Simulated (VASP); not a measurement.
# HfH4 in VASP: a series of runs, part 2 of 2

VASP 6.6.1. Earlier steps stand in the parts before.

### 3 Single point, PBE

This run uses another cell than the first one.

Contents of INCAR:

```
  PREC = Accurate
  ENCUT = 520
  EDIFF = 1E-6
  ISMEAR = 0
  SIGMA = 0.1
  LREAL = False
  LASPH = True
  NELM = 60
  ALGO = Normal
  ISIF = 2
  LWAVE = False
  LCHARG = True
  LDIPOL = True
  IDIPOL = 3
  DIPOL = 0.5 0.5 0.305
  GGA = PE
  LELF = True
  LVHAR = True
  LVACPOTAV = True
  NBANDS = 15
```

Contents of KPOINTS:

```
regular mesh
0
Gamma
  4 4 1
```

Contents of POSCAR:

```
HfH4
1.0
    5.7800363728      0.0000000000      0.0000000000
    0.0000000000      5.7800363728      0.0000000000
    0.0000000000      0.0000000000     26.2091731200
Hf H
1 4
Direct
    0.5000000000      0.5000000000      0.3052366423
    0.2418494618      0.5000000000      0.3458640706
    0.7581505382      0.5000000000      0.3458640706
    0.5000000000      0.7581505382      0.2646092139
    0.5000000000      0.2418494618      0.2646092139
```

Potentials or basis: VASP PAW PBE potentials, release 64 (Hf_pv, H).

Started as:

```sh
> cat potpaw_PBE.64/Hf_pv/POTCAR potpaw_PBE.64/H/POTCAR > POTCAR
> mpirun -np 1 vasp_std > vasp.out
```

OUTCAR:

```text
PREC = Accurate
   ENCUT = 520
   EDIFF = 1E-6
   ISMEAR = 0
   LREAL = False
   LASPH = True
   NELM = 60
   ISIF = 2
   GGA = PE

 ion  position               nearest neighbor table
   1  0.500  0.500  0.305-   2 1.83   3 1.83   4 1.83   5 1.83
   2  0.242  0.500  0.346-   1 1.83
   3  0.758  0.500  0.346-   1 1.83
   4  0.500  0.758  0.265-   1 1.83
   5  0.500  0.242  0.265-   1 1.83

  LATTYP: Found a simple tetragonal cell.
 ALAT       =     5.7800363728
 C/A-ratio  =     4.5344304827

  Lattice vectors:

 A1 = (   5.7800363728,   0.0000000000,   0.0000000000)
 A2 = (   0.0000000000,   5.7800363728,   0.0000000000)
 A3 = (   0.0000000000,   0.0000000000,  26.2091731200)

Analysis of symmetry for initial positions (statically):
=====================================================================
 Subroutine PRICEL returns:
 Original cell was already a primitive cell.

 Routine SETGRP: Setting up the symmetry group for a
 simple tetragonal supercell.

 Subroutine GETGRP returns: Found  8 space group operations
 (whereof  4 operations were pure point group operations)
 out of a pool of 16 trial point group operations.

The static configuration has the point symmetry C_2v.
 The point group associated with its full space group is D_2d.

Analysis of symmetry for dynamics (positions and initial velocities):
=====================================================================
 Subroutine PRICEL returns:
 Original cell was already a primitive cell.

 Routine SETGRP: Setting up the symmetry group for a
 simple tetragonal supercell.

 Subroutine GETGRP returns: Found  8 space group operations
 (whereof  4 operations were pure point group operations)
 out of a pool of 16 trial point group operations.

The dynamic configuration has the point symmetry C_2v.
 The point group associated with its full space group is D_2d.

 Subroutine INISYM returns: Found  8 space group operations
 (whereof  4 operations are pure point group operations),
 and found     1 'primitive' translations

----------------------------------------------------------------------------------------
[... 128 lines left out ...]
  ---------------------------------------------------
  free energy    TOTEN  =       -20.59342390 eV

  energy without entropy =      -20.59342390  energy(sigma->0) =      -20.59342390

 E-fermi :  -5.9718     XC(G=0):  -1.0684

 val. band max:       -6.4618330703   @ k =   0.5000   0.5000   0.0000
 cond. band min:      -2.8847254709   @ k =   0.5000   0.5000   0.0000
 fundamental gap:      3.5771075994
 Fermi energy:        -5.9717648636

 k-point     1 :       0.0000    0.0000    0.0000
  band No.  band energies     occupation
      1     -35.6630      2.00000
      2     -35.6630      2.00000
      3     -35.6496      2.00000
      4      -8.4541      2.00000
      5      -6.9890      2.00000
      6      -6.4999      2.00000
      7      -6.4999      2.00000
      8      -2.7915      0.00000
      9      -2.5630      0.00000
     10      -2.1617      0.00000
     11      -1.1986      0.00000
     12      -1.1986      0.00000
     13       0.0412      0.00000
     14       0.4838      0.00000
[... 77 lines left out ...]
      2     -35.6631      2.00000
      3     -35.6496      2.00000
      4      -7.9608      2.00000
      5      -6.9741      2.00000
      6      -6.9741      2.00000
      7      -6.4618      2.00000
      8      -2.8847      0.00000
      9      -2.5781      0.00000
     10      -2.1389      0.00000
     11      -2.1389      0.00000
     12      -1.5055      0.00000
     13       1.2415      0.00000
     14       1.7521      0.00000
     15       1.7521      0.00000

------------------------ aborting loop because EDIFF is reached ----------------------------------------

 vacuum level on the upper side and lower side of the slab       (xc-potential included)        -0.085        -0.083

  FORCE on cell =-STRESS in cart. coord.  units (eV):
  Direction    XX          YY          ZZ          XY          YZ          ZX
  --------------------------------------------------------------------------------------
  -------------------------------------------------------------------------------------
  Total        0.1756148      0.1756148     -0.0893972      0.0000000      0.0000000      0.0000000
  in kB        0.3213344      0.3213344     -0.1635762      0.0000000      0.0000000      0.0000000
  external PRESSURE =       0.1596975 kB  Pullay stress =       0.0000000 kB

 VOLUME and BASIS-vectors are now :
 -----------------------------------------------------------------------------
  energy-cutoff  :      520.00
  volume of cell :      875.62
      direct lattice vectors                 reciprocal lattice vectors
     5.780036373  0.000000000  0.000000000     0.173009292  0.000000000  0.000000000
     0.000000000  5.780036373  0.000000000     0.000000000  0.173009292  0.000000000
     0.000000000  0.000000000 26.209173120     0.000000000  0.000000000  0.038154580

 POSITION                                       TOTAL-FORCE (eV/Angst)
 -----------------------------------------------------------------------------------
      2.89002      2.89002      8.00000         0.000000      0.000000     -0.000000
      1.39790      2.89002      9.06481        -0.005950      0.000000     -0.009501
      4.38214      2.89002      9.06481         0.005950     -0.000000     -0.009501
      2.89002      4.38214      6.93519         0.000000      0.005950      0.009501
      2.89002      1.39790      6.93519         0.000000     -0.005950      0.009501
 -----------------------------------------------------------------------------------
    total drift:                                0.000000      0.000000      0.000019

  FREE ENERGIE OF THE ION-ELECTRON SYSTEM (eV)
  ---------------------------------------------------
  free  energy   TOTEN  =       -20.5934238985 eV

  energy  without entropy=      -20.5934238985  energy(sigma->0) =      -20.59342390

 vacuum level on the upper side and lower side of the slab         0.375         0.375
```

stdout:

```text
POSCAR found type information on POSCAR HfH
 POSCAR found :  2 types and       5 ions
 scaLAPACK will be used
 LDA part: xc-table for (Slater+PW92), standard interpolation
 POSCAR, INCAR and KPOINTS ok, starting setup
 FFT: planning ... GRIDC
 FFT: planning ... GRID_SOFT
 FFT: planning ... GRID
 WAVECAR not read
 entering main loop
```

Run time: 4.5 min. Hardware: 1 thread of Intel Xeon Platinum 8275CL at 3.00GHz (Skylake/Cascade Lake), shared host; peak memory 0.89 GiB.

Results:

```yaml
Free_energy: -20.5934 eV
Largest_force: 0.011 eV/Å
Band_gap_on_the_k_mesh: 3.58 eV
Ionisation_potential_of_the_upper_face: 6.84 eV
```

Forces on the atoms (eV/Å):
```
Hf   0.000  0.000  0.000
H   -0.006  0.000 -0.010
H    0.006  0.000 -0.010
H    0.000  0.006  0.010
H    0.000 -0.006  0.010
```

Levels at points of the mesh, in eV from the valence-band top:
```
           k point  band 3  band 4  band 5  band 6  band 7  band 8  band 9  band 10  band 11  band 12
(0.00, 0.00, 0.00)  -29.19   -1.99   -0.53   -0.04   -0.04    3.67    3.90     4.30     5.26     5.26
(0.50, 0.00, 0.00)  -29.19   -1.78   -0.53   -0.23   -0.03    3.78    3.78     4.08     4.64     5.41
(0.50, 0.50, 0.00)  -29.19   -1.50   -0.51   -0.51    0.00    3.58    3.88     4.32     4.32     4.96
```

Caveat: spin-orbit coupling is left out, which moves the levels of the heavy elements.

### 4 Single point, PBE

This run uses another cell than the first one.

Contents of INCAR:

```
PREC = Accurate
ENCUT = 520
EDIFF = 1E-6
ISMEAR = 0
SIGMA = 0.02
LREAL = F
LASPH = T
NELM = 80
ALGO = Normal
ISIF = 2
LWAVE = F
LCHARG = F
LDIPOL = T
IDIPOL = 3
DIPOL = 0.5 0.5 0.305
GGA = PE
NBANDS = 15
```

Contents of KPOINTS:

```
Automatic mesh
0
Gamma
  4 4 1
```

POSCAR is that of step 3.

Potentials or basis: VASP PAW PBE potentials, release 64 (Hf_pv, H).

Started as:

```sh
> cat potpaw_PBE.64/Hf_pv/POTCAR potpaw_PBE.64/H/POTCAR > POTCAR
> mpirun -np 1 vasp_std > vasp.out
```

OUTCAR:

```text
PREC = Accurate
   ENCUT = 520
   EDIFF = 1E-6
   ISMEAR = 0
   LREAL = F
   LASPH = T
   NELM = 80
   ISIF = 2
   GGA = PE

 ion  position               nearest neighbor table
   1  0.500  0.500  0.305-   2 1.83   3 1.83   4 1.83   5 1.83
   2  0.242  0.500  0.346-   1 1.83
   3  0.758  0.500  0.346-   1 1.83
   4  0.500  0.758  0.265-   1 1.83
   5  0.500  0.242  0.265-   1 1.83

  LATTYP: Found a simple tetragonal cell.
 ALAT       =     5.7800363728
[... 297 lines left out ...]
  --------------------------------------------------------------------------------------
  -------------------------------------------------------------------------------------
  Total        0.1756148      0.1756148     -0.0893972      0.0000000      0.0000000      0.0000000
  in kB        0.3213344      0.3213344     -0.1635762      0.0000000      0.0000000      0.0000000
  external PRESSURE =       0.1596975 kB  Pullay stress =       0.0000000 kB

 VOLUME and BASIS-vectors are now :
 -----------------------------------------------------------------------------
  energy-cutoff  :      520.00
  volume of cell :      875.62
      direct lattice vectors                 reciprocal lattice vectors
     5.780036373  0.000000000  0.000000000     0.173009292  0.000000000  0.000000000
     0.000000000  5.780036373  0.000000000     0.000000000  0.173009292  0.000000000
     0.000000000  0.000000000 26.209173120     0.000000000  0.000000000  0.038154580

 POSITION                                       TOTAL-FORCE (eV/Angst)
 -----------------------------------------------------------------------------------
      2.89002      2.89002      8.00000        -0.000000     -0.000000     -0.000000
      1.39790      2.89002      9.06481        -0.005950     -0.000000     -0.009501
      4.38214      2.89002      9.06481         0.005950     -0.000000     -0.009501
      2.89002      4.38214      6.93519        -0.000000      0.005950      0.009501
      2.89002      1.39790      6.93519         0.000000     -0.005950      0.009501
 -----------------------------------------------------------------------------------
    total drift:                                0.000000      0.000000      0.000019

  FREE ENERGIE OF THE ION-ELECTRON SYSTEM (eV)
  ---------------------------------------------------
  free  energy   TOTEN  =       -20.5934238986 eV

  energy  without entropy=      -20.5934238986  energy(sigma->0) =      -20.59342390

 vacuum level on the upper side and lower side of the slab         0.370         0.370
```

OSZICAR:

```text
N       E                     dE             d eps       ncg     rms          rms(c)
DAV:   1     0.196778064027E+02    0.19678E+02   -0.48900E+03   244   0.521E+02
DAV:   2    -0.194348937116E+02   -0.39113E+02   -0.37761E+02   299   0.904E+01
DAV:   3    -0.238569949869E+02   -0.44221E+01   -0.43797E+01   266   0.251E+01
[... 16 lines left out ...]
DAV:  20    -0.205934081890E+02   -0.16486E-04   -0.75146E-07   252   0.331E-03    0.330E-03
DAV:  21    -0.205934189325E+02   -0.10744E-04   -0.27851E-07   236   0.183E-03    0.109E-03
DAV:  22    -0.205934223300E+02   -0.33975E-05   -0.44346E-08   198   0.760E-04    0.139E-03
DAV:  23    -0.205934235185E+02   -0.11885E-05   -0.26544E-08   181   0.631E-04    0.622E-04
DAV:  24    -0.205934238986E+02   -0.38006E-06   -0.58597E-09   188   0.327E-04
   1 F= -.20593424E+02 E0= -.20593424E+02  d E =-.114492E-14
```

stdout:

```text
POSCAR found type information on POSCAR HfH
 POSCAR found :  2 types and       5 ions
 scaLAPACK will be used
 LDA part: xc-table for (Slater+PW92), standard interpolation
 POSCAR, INCAR and KPOINTS ok, starting setup
 FFT: planning ... GRIDC
 FFT: planning ... GRID_SOFT
 FFT: planning ... GRID
 WAVECAR not read
 entering main loop
```

Wall time 3.8 min (1 thread of Intel Xeon Platinum 8275CL at 3.00GHz (Skylake/Cascade Lake), shared host); peak memory 0.9 GiB.

Results:

```yaml
Free_energy: -20.5934 eV
Largest_force: 0.011 eV/Å
Band_gap_on_the_k_mesh: 3.58 eV
```

Forces on the atoms (eV/Å):
```
Hf   0.000  0.000  0.000
H   -0.006  0.000 -0.010
H    0.006  0.000 -0.010
H    0.000  0.006  0.010
H    0.000 -0.006  0.010
```

Levels at points of the mesh, in eV from the valence-band top:
```tsv
k point	band 3	band 4	band 5	band 6	band 7	band 8	band 9	band 10	band 11	band 12
(0.00, 0.00, 0.00)	-29.19	-1.99	-0.53	-0.04	-0.04	3.67	3.90	4.30	5.26	5.26
(0.50, 0.00, 0.00)	-29.19	-1.78	-0.53	-0.23	-0.03	3.78	3.78	4.08	4.64	5.41
(0.50, 0.50, 0.00)	-29.19	-1.50	-0.51	-0.51	0.00	3.58	3.88	4.32	4.32	4.96
```

Caveat: spin-orbit coupling is left out, which moves the levels of the heavy elements.

### 5 Overview

| cell | smearing | gap on the mesh (eV) | largest force (eV/Å) |
| --- | --- | --- | --- |
| a = 4.137, b = 4.137, c = 16.000 Å, 5 atoms, atomic positions A | gaussian 0.1 eV | none | 2.82 |
| a = 5.780, b = 5.780, c = 26.209 Å, 5 atoms, atomic positions B | gaussian 0.1 eV | 3.58 | 0.01 |
| a = 5.780, b = 5.780, c = 26.209 Å, 5 atoms, atomic positions B | gaussian 0.02 eV | 3.58 | 0.01 |

Alike in all rows: task single point; level PBE; potentials or basis VASP PAW PBE potentials, release 64 (Hf_pv, H); no spin polarisation; k mesh 4 × 4 × 1; cutoff (eV) 520.

Caveats: some runs use coarse meshes; spin-orbit coupling is left out, which moves the levels of the heavy elements.

Absolute energies hang on the potentials; compare differences alone.

The gap in the log of VASP goes by the Fermi energy; the results here count the filled bands.